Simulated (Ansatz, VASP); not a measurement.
**Two plane-wave programs on Al2BN3**

```
Al B N
1.0
     3.18985    0.00000    0.00000
    -1.59493    2.76250    0.00000
     0.00000    0.00000   15.84487
Al B N
4 2 6
Direct
  0.66667 0.33333 0.66667
  0.33333 0.66667 0.16667
  0.33333 0.66667 0.50000
  0.33333 0.66667 0.83333
  0.66667 0.33333 0.00000
  0.66667 0.33333 0.33333
  0.66667 0.33333 0.12500
  0.66667 0.33333 0.45833
  0.66667 0.33333 0.79167
  0.33333 0.66667 0.29167
  0.33333 0.66667 0.62500
  0.33333 0.66667 0.95833
```

Alike in both runs: task relaxation of cell and atoms; functional PBE; k mesh 6 × 6 × 1; occupations gaussian, width 0.1 eV; no spin polarisation.

|  | VASP | Ansatz |
| --- | --- | --- |
| version | VASP 6.6.1 | Ansatz 0.2.0 |
| potentials or method | VASP PAW PBE potentials, release 64 (Al, B, N), cutoff 600 eV | scalar-relativistic, plane waves, PAW |
| valence electrons in the cell | 48 | 48 |

```csv
,VASP,Ansatz,Ansatz less VASP
"gap on the k mesh at the Fermi level, each at its own relaxed structure (eV)",4.34,4.31,-0.030
relaxed volume (Å³/atom),9.14,9.16,+0.016
relaxed length of the cell vector where the two differ most in proportion (Å),2.966,2.968,+0.0022
```

Noted on VASP's run: the volume moved by over 15 % at a fixed basis, so the end points are rough.
